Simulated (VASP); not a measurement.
# HfN (Fm-3m) in VASP: further runs

Runs on HfN. Level: PBEsol. Tasks: single point.

Everything below comes from runs of VASP 6.6.1. Logs are shortened: lines on timing, memory, paths and dates and some standing lists are left out, and cuts for length are marked.

**1. The cell of the first run**

The structure is cubic, space group Fm-3m (No. 225). The conventional cell has a = 4.157 Å, b = 4.157 Å, c = 4.157 Å, α = 90.00°, β = 90.00°, γ = 90.00°. Within 2.8 Å of Hf (site symmetry m-3m) lie 6 N at 2.08 Å. Within 2.8 Å of N (site symmetry m-3m) lie 6 Hf at 2.08 Å.

**2. Single point, PBEsol (strain -0.080 along x and y, -0.080 along z)**

The input, INCAR:

```
PREC = Accurate
ENCUT = 520
EDIFF = 1E-6
ISMEAR = 0
SIGMA = 0.15
LREAL = False
LASPH = True
NELM = 80
ALGO = Normal
ISIF = 2
LWAVE = False
LCHARG = True
GGA = PS
LELF = True
LVHAR = True
NBANDS = 14
```

The input, KPOINTS:

```
Automatic mesh
0
Gamma
  18 18 18
```

The input, POSCAR:

```
HfN
1.0
    0.0000000000      2.0782800000      2.0782800000
    2.0782800000      0.0000000000      2.0782800000
    2.0782800000      2.0782800000      0.0000000000
Hf N
1 1
Direct
    0.0000000000      0.0000000000      0.0000000000
    0.5000000000      0.5000000000      0.5000000000
```

Potentials or basis: VASP PAW PBE potentials, release 64 (Hf_pv, N).

Started as:

```bash
cat potpaw_PBE.64/Hf_pv/POTCAR potpaw_PBE.64/N/POTCAR > POTCAR
mpirun -np 1 vasp_std > vasp.out
```

OUTCAR:

```text
PREC = Accurate
   ENCUT = 520
   EDIFF = 1E-6
   ISMEAR = 0
   LREAL = False
   LASPH = True
   NELM = 80
   ISIF = 2
   GGA = PS

 ion  position               nearest neighbor table
   1  0.000  0.000  0.000-   2 2.08   2 2.08   2 2.08   2 2.08   2 2.08   2 2.08
   2  0.500  0.500  0.500-   1 2.08   1 2.08   1 2.08   1 2.08   1 2.08   1 2.08

  LATTYP: Found a face centered cubic cell.
 ALAT       =     4.1565600000

  Lattice vectors:

 A1 = (   0.0000000000,   2.0782800000,   2.0782800000)
 A2 = (   2.0782800000,   0.0000000000,   2.0782800000)
 A3 = (   2.0782800000,   2.0782800000,   0.0000000000)

Analysis of symmetry for initial positions (statically):
=====================================================================
 Subroutine PRICEL returns:
 Original cell was already a primitive cell.

 Routine SETGRP: Setting up the symmetry group for a
 face centered cubic supercell.

 Subroutine GETGRP returns: Found 48 space group operations
 (whereof 48 operations were pure point group operations)
 out of a pool of 48 trial point group operations.

The static configuration has the point symmetry O_h .

Analysis of symmetry for dynamics (positions and initial velocities):
=====================================================================
 Subroutine PRICEL returns:
 Original cell was already a primitive cell.

 Routine SETGRP: Setting up the symmetry group for a
 face centered cubic supercell.

 Subroutine GETGRP returns: Found 48 space group operations
 (whereof 48 operations were pure point group operations)
 out of a pool of 48 trial point group operations.

The dynamic configuration has the point symmetry O_h .

 Subroutine INISYM returns: Found 48 space group operations
 (whereof 48 operations are pure point group operations),
 and found     1 'primitive' translations

----------------------------------------------------------------------------------------

                                     Primitive cell

  volume of cell :      17.9532

  direct lattice vectors                    reciprocal lattice vectors
     0.000000000  2.078280000  2.078280000    -0.240583559  0.240583559  0.240583559
     2.078280000  0.000000000  2.078280000     0.240583559 -0.240583559  0.240583559
     2.078280000  2.078280000  0.000000000     0.240583559  0.240583559 -0.240583559

  length of vectors
     2.939131762  2.939131762  2.939131762     0.416702948  0.416702948  0.416702948

  position of ions in fractional coordinates (direct lattice)
     0.000000000  0.000000000  0.000000000
     0.500000000  0.500000000  0.500000000

  ion indices of the primitive-cell ions
   primitive index   ion index
                 1           1
                 2           2

----------------------------------------------------------------------------------------

 KPOINTS: Automatic mesh

Automatic generation of k-mesh.
 Grid dimensions read from file:
 generate k-points for:   18   18   18

 Generating k-lattice:

  Cartesian coordinates                     Fractional coordinates (reciprocal lattice)
    -0.013365753  0.013365753  0.013365753     0.055555556  0.000000000  0.000000000
     0.013365753 -0.013365753  0.013365753     0.000000000  0.055555556  0.000000000
     0.013365753  0.013365753 -0.013365753     0.000000000  0.000000000  0.055555556

  Length of vectors
     0.023150164  0.023150164  0.023150164

  Shift w.r.t. Gamma in fractional coordinates (k-lattice)
     0.000000000  0.000000000  0.000000000

 Subroutine IBZKPT returns following result:
 ===========================================

 Found    195 irreducible k-points:

 Following reciprocal coordinates:
            Coordinates               Weight
  0.000000  0.000000  0.000000      1.000000
  0.055556  0.000000  0.000000      8.000000
  0.111111  0.000000  0.000000      8.000000
  0.166667  0.000000  0.000000      8.000000
  0.222222  0.000000  0.000000      8.000000
  0.277778  0.000000  0.000000      8.000000
[... 16 lines left out ...]
 -0.277778  0.055556  0.000000     24.000000
 -0.222222  0.055556  0.000000     24.000000
 [... further k-points ...]
   k-points           NKPTS =    195   k-points in BZ     NKDIM =    195   number of bands    NBANDS=     14
   number of dos      NEDOS =    301   number of ions     NIONS =      2
   total plane-waves  NPLWV =  13824
   dimension x,y,z NGX =    24 NGY =   24 NGZ =   24
   dimension x,y,z NGXF=    48 NGYF=   48 NGZF=   48
   ions per type =               1   1
   NGX,Y,Z   is equivalent  to a cutoff of  13.58, 13.58, 13.58 a.u.
   NGXF,Y,Z  is equivalent  to a cutoff of  27.15, 27.15, 27.15 a.u.
 SYSTEM =  unknown system
   PREC   = accura    normal or accurate (medium, high low for compatibility)
   ISTART =      0    job   : 0-new  1-cont  2-samecut
   ICHARG =      2    charge: 1-file 2-atom 10-const
   ISPIN  =      1    spin polarized calculation?
   LNONCOLLINEAR =      F non collinear calculations
   LSORBIT =      F    spin-orbit coupling
   LASPH  =      T    aspherical Exc in radial PAW
   ENCUT  =  520.0 eV  38.22 Ry    6.18 a.u.   5.46  5.46  5.46*2*pi/ulx,y,z
   NELM   =     80;   NELMIN=  2; NELMDL= -5     # of ELM steps
   EDIFF  = 0.1E-05   stopping-criterion for ELM
   LREAL  =      F    real-space projection
   EDIFFG = 0.1E-04   stopping-criterion for IOM
   NSW    =      0    number of steps for IOM
   IBRION =     -1    ionic relax: 0-MD 1-quasi-New 2-CG
   NFREE  =      0    steps in history (QN), initial steepest desc. (CG)
   ISIF   =      2    stress and relaxation
   ISYM   =      2    0-nonsym 1-usesym 2-fastsym
   POTIM  = 0.5000    time-step for ionic-motion
   TEBEG  =    0.0;   TEEND  =   0.0 temperature during run
   PSTRESS=    0.0 pullay stress
   NELECT =      15.0000    total number of electrons
   NUPDOWN=      -1.0000    fix difference up-down
   EMIN   =  10.00;   EMAX   =-10.00  energy-range for DOS
   EFERMI =   0.00;   METHOD = LEGACY
   ISMEAR =     0;   SIGMA  =   0.15  broadening in eV -4-tet -1-fermi 0-gaus
   EFERMI_NEDOS =   21; number of points for ismear=-14 and -15
   IALGO  =     38    algorithm
   IMIX   =      4    mixing-type and parameters
     AMIX     =   0.40;   BMIX     =  1.00
     AMIX_MAG =   1.60;   BMIX_MAG =  1.00
  volume/ion in A,a.u.               =       8.98        60.58
  Fermi-wavevector in a.u.,A,eV,Ry     =   1.541906  2.913780 32.347493  2.377474
  Thomas-Fermi vector in A             =   2.647786
   LORBIT       =      0    0 simple, 1 ext, 2 COOP (PROOUT), +10 PAW based schemes
   GGA     = PS    functional components
   LHFCALC =     F    Hartree Fock is set to
   AEXX    =    0.0000 exact exchange contribution
   IVDW    =     0    specifies the selected vdW correction
   LEPSILON=     F    determine dielectric tensor
   LRPA    =     F    only Hartree local field effects (RPA)
 non-spin polarized calculation
 Gauss-broadening in eV      SIGMA  =   0.15
  energy-cutoff  :      520.00
  volume of cell :       17.95
 maximum number of plane-waves:       531
 NGX is ok and might be reduce to    24
   NGX = 11   NGY = 11   NGZ = 11

 number of electron      15.0000003 magnetization

 Free energy of the ion-electron system (eV)
  ---------------------------------------------------
  ext. energy  EPLUGINS =         0.00000000
  ---------------------------------------------------
  free energy    TOTEN  =       -21.66474196 eV

  energy without entropy =      -21.65934244  energy(sigma->0) =      -21.66204220

 E-fermi :  10.5420     XC(G=0): -14.2516

 val. band max:       10.5335037816   @ k =  -0.3889   0.3889   0.1667
 cond. band min:      10.6440986585   @ k =   0.5000   0.2222   0.0556
 fundamental gap:      0.1105948768
 Fermi energy:        10.5419696035

 k-point     1 :       0.0000    0.0000    0.0000
  band No.  band energies     occupation
      1     -19.4662      2.00000
      2     -19.4662      2.00000
      3     -19.4662      2.00000
      4      -8.2953      2.00000
      5       7.3686      2.00000
      6       7.3686      2.00000
      7       7.3686      2.00000
      8       9.9805      2.00000
      9       9.9805      2.00000
     10       9.9805      2.00000
     11      13.1516      0.00000
     12      13.1516      0.00000
     13      15.1760      0.00000
     14      20.7369      0.00000

 k-point     2 :       0.0556    0.0000    0.0000
  band No.  band energies     occupation
      1     -19.5543      2.00000
      2     -19.4717      2.00000
      3     -19.4717      2.00000
      4      -8.1635      2.00000
      5       6.9836      2.00000
      6       7.0837      2.00000
      7       7.0837      2.00000
      8      10.1309      1.99989
      9      10.1309      1.99989
     10      10.1343      1.99988
     11      13.5084      0.00000
     12      13.5084      0.00000
     13      15.3910      0.00000
     14      21.0679      0.00000

 k-point     3 :       0.1111    0.0000    0.0000
  band No.  band energies     occupation
      1     -19.7988      2.00000
      2     -19.4874      2.00000
      3     -19.4874      2.00000
      4      -7.7902      2.00000
      5       6.0909      2.00000
      6       6.4225      2.00000
      7       6.4225      2.00000
      8      10.4258      1.72679
      9      10.5203      1.16220
     10      10.5203      1.16220
     11      14.4386      0.00000
     12      14.4386      0.00000
     13      15.9721      0.00000
     14      22.0081      0.00000

 k-point     4 :       0.1667    0.0000    0.0000
  band No.  band energies     occupation
      1     -20.1501      2.00000
      2     -19.5112      2.00000
      3     -19.5112      2.00000
      4      -7.2299      2.00000
      5       5.0089      2.00000
      6       5.6494      2.00000
      7       5.6494      2.00000
      8      10.7487      0.05130
      9      11.0968      0.00000
     10      11.0968      0.00000
     11      15.7046      0.00000
     12      15.7046      0.00000
     13      16.7666      0.00000
     14      23.4136      0.00000

 k-point     5 :       0.2222    0.0000    0.0000
  band No.  band energies     occupation
      1     -20.5497      2.00000
      2     -19.5402      2.00000
      3     -19.5402      2.00000
      4      -6.5496      2.00000
      5       3.8932      2.00000
      6       4.9035      2.00000
      7       4.9035      2.00000
      8      11.1547      0.00000
      9      11.8435      0.00000
     10      11.8435      0.00000
     11      17.1375      0.00000
[... 276 lines left out ...]
 k-point    22 :      -0.3333    0.0556    0.0000
  band No.  band energies     occupation
      1     -21.3738      2.00000
      2     -19.6901      2.00000
      3     -19.5849      2.00000
      4      -4.8609      2.00000
      5       1.5206      2.00000
      6       3.4447      2.00000
      7       3.8676      2.00000
      8      12.5009      0.00000
      9      13.5938      0.00000
     10      14.8438      0.00000
     11      18.2561      0.00000
     12      19.9320      0.00000
     13      21.2065      0.00000
     14      24.0184      0.00000

 k-point    23 :      -0.2778    0.0556    0.0000
  band No.  band energies     occupation
      1     -21.0592      2.00000
      2     -19.6671      2.00000
      3     -19.5506      2.00000
      4      -5.5437      2.00000
      5       2.3880      2.00000
      6       3.8610      2.00000
      7       4.3965      2.00000
      8      11.7330      0.00000
      9      12.6144      0.00000
     10      13.9298      0.00000
     11      17.7342      0.00000
     12      19.0046      0.00000
     13      19.8898      0.00000
     14      24.0296      0.00000

 k-point    24 :      -0.2222    0.0556    0.0000
  band No.  band energies     occupation
      1     -20.6883      2.00000
      2     -19.6349      2.00000
      3     -19.5178      2.00000
      4      -6.2558      2.00000
      5       3.3623      2.00000
      6       4.4149      2.00000
      7       5.0345      2.00000
      8      11.1583      0.00000
      9      11.7323      0.00000
     10      12.9826      0.00000
     11      16.5286      0.00000
     12      18.2677      0.00000
     13      18.4428      0.00000
     14      24.0383      0.00000

 [... further k-points ...]
[... 5 lines left out ...]
  --------------------------------------------------------------------------------------
  -------------------------------------------------------------------------------------
  Total       12.4946346     12.4946346     12.4946346     -0.0000000     -0.0000000      0.0000000
  in kB     1115.0439157   1115.0439157   1115.0439157     -0.0000000     -0.0000000      0.0000000
  external PRESSURE =    1115.0439157 kB  Pullay stress =       0.0000000 kB

 VOLUME and BASIS-vectors are now :
 -----------------------------------------------------------------------------
  energy-cutoff  :      520.00
  volume of cell :       17.95
      direct lattice vectors                 reciprocal lattice vectors
     0.000000000  2.078280000  2.078280000    -0.240583559  0.240583559  0.240583559
     2.078280000  0.000000000  2.078280000     0.240583559 -0.240583559  0.240583559
     2.078280000  2.078280000  0.000000000     0.240583559  0.240583559 -0.240583559

 POSITION                                       TOTAL-FORCE (eV/Angst)
 -----------------------------------------------------------------------------------
      0.00000      0.00000      0.00000        -0.000000      0.000000      0.000000
      2.07828      2.07828      2.07828         0.000000     -0.000000     -0.000000
 -----------------------------------------------------------------------------------
    total drift:                                0.000000     -0.000000     -0.000000

  FREE ENERGIE OF THE ION-ELECTRON SYSTEM (eV)
  ---------------------------------------------------
  free  energy   TOTEN  =       -21.6647419577 eV

  energy  without entropy=      -21.6593424411  energy(sigma->0) =      -21.66204220
```

Run time: 44 s. Hardware: 1 thread of Intel Xeon 8259CL, shared host; peak memory 0.18 GiB.

What came out:

| Item | Value |
| --- | --- |
| Free energy | -21.6647 eV |
| Pressure | 111.5 GPa |
| Band gap on the k mesh | zero (an odd number of electrons rules out a gap without spin polarisation) |

Caveat: the cell differs from its parent crystal (strain -0.080 along x and y, -0.080 along z); the cell stands under pressure; the PAW data sets were made with another functional, which shifts forces and pressure a little; spin-orbit coupling is left out, which moves the levels of the heavy elements.

**3. Single point, PBEsol (strain -0.040 along x and y, -0.040 along z)**

The input, INCAR:

```
SYSTEM = HfN
PREC = Accurate
ENCUT = 520
EDIFF = 1E-6
ISMEAR = 0
SIGMA = 0.15
LREAL = .False.
LASPH = .True.
NELM = 80
ALGO = Normal
ISIF = 2
LWAVE = .False.
LCHARG = .False.
GGA = PS
NBANDS = 14
```

The input, KPOINTS:

```
regular mesh
0
Gamma
  18 18 18
  0 0 0
```

The input, POSCAR:

```
HfN
1.0
    0.0000000000      2.1686400000      2.1686400000
    2.1686400000      0.0000000000      2.1686400000
    2.1686400000      2.1686400000      0.0000000000
Hf N
1 1
Direct
    0.0000000000      0.0000000000      0.0000000000
    0.5000000000      0.5000000000      0.5000000000
```

Potentials or basis: VASP PAW PBE potentials, release 64 (Hf_pv, N).

Started as:

```bash
cat potpaw_PBE.64/Hf_pv/POTCAR potpaw_PBE.64/N/POTCAR > POTCAR
mpirun -np 1 vasp_std > vasp.out
```

It took 42 s on 1 thread of Intel Xeon 8259CL, shared host; peak memory 0.19 GiB.

The run converged. Its results:

- Free energy: -22.7521 eV
- Pressure: 38.0 GPa
- Band gap on the k mesh: zero (an odd number of electrons rules out a gap without spin polarisation)

Levels at points of the mesh, in eV from the Fermi level:
```
           k point  band 4  band 5  band 6  band 7  band 8  band 9  band 10  band 11  band 12  band 13
(0.00, 0.00, 0.00)  -18.14   -3.10   -3.10   -3.10   -0.44   -0.44    -0.44     2.26     2.26     3.10
(0.50, 0.00, 0.00)  -14.57   -9.61   -6.81   -6.81    3.91    4.38     4.38     5.11    10.46    10.46
(0.50, 0.50, 0.00)  -17.03   -5.26   -4.42   -3.66   -3.66    4.80     6.58     6.58     7.21     9.66
```

Caveat: the cell differs from its parent crystal (strain -0.040 along x and y, -0.040 along z); the cell stands under pressure; the PAW data sets were made with another functional, which shifts forces and pressure a little; spin-orbit coupling is left out, which moves the levels of the heavy elements.
